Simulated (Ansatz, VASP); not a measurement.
**One calculation of La2Os, two programs**

```
CELL_PARAMETERS angstrom
0.00000 4.29575 4.29575
4.29575 0.00000 4.29575
4.29575 4.29575 0.00000
ATOMIC_POSITIONS crystal
La 0.12500 0.12500 0.12500
La 0.62500 0.12500 0.12500
La 0.12500 0.12500 0.62500
La 0.12500 0.62500 0.12500
Os 0.50000 0.50000 0.50000
Os 0.75000 0.75000 0.75000
```

Change from the starting cell: species swapped into the YRh2 type (Fd-3m, No. 227).

Alike in both runs: task relaxation of cell and atoms; functional PBE; k mesh 8 × 8 × 8; occupations gaussian, width 0.1 eV; no spin polarisation.

|  | VASP | Ansatz |
| --- | --- | --- |
| version | VASP 6.6.1 | Ansatz 0.2.0 |
| potentials or method | VASP PAW PBE potentials, release 64 (La, Os), cutoff 600 eV | scalar-relativistic, plane waves, PAW |
| valence electrons in the cell | 60 | 76 |

|  | VASP | Ansatz | Ansatz less VASP |
| --- | --- | --- | --- |
| gap on the k mesh at the Fermi level, each at its own relaxed structure (eV) | none | none | - |
| relaxed volume (Å³/atom) | 25.57 | 25.59 | +0.014 |
| relaxed length of the cell vector where the two differ most in proportion (Å) | 6.009 | 6.010 | +0.0011 |

A gap of «none» marks a metal or a gap that the smearing closes. VASP's potentials hold 60 valence electrons a cell and Ansatz's 76, so a difference there can come from the potentials and not from the codes.

Neither program's run includes spin-orbit coupling.
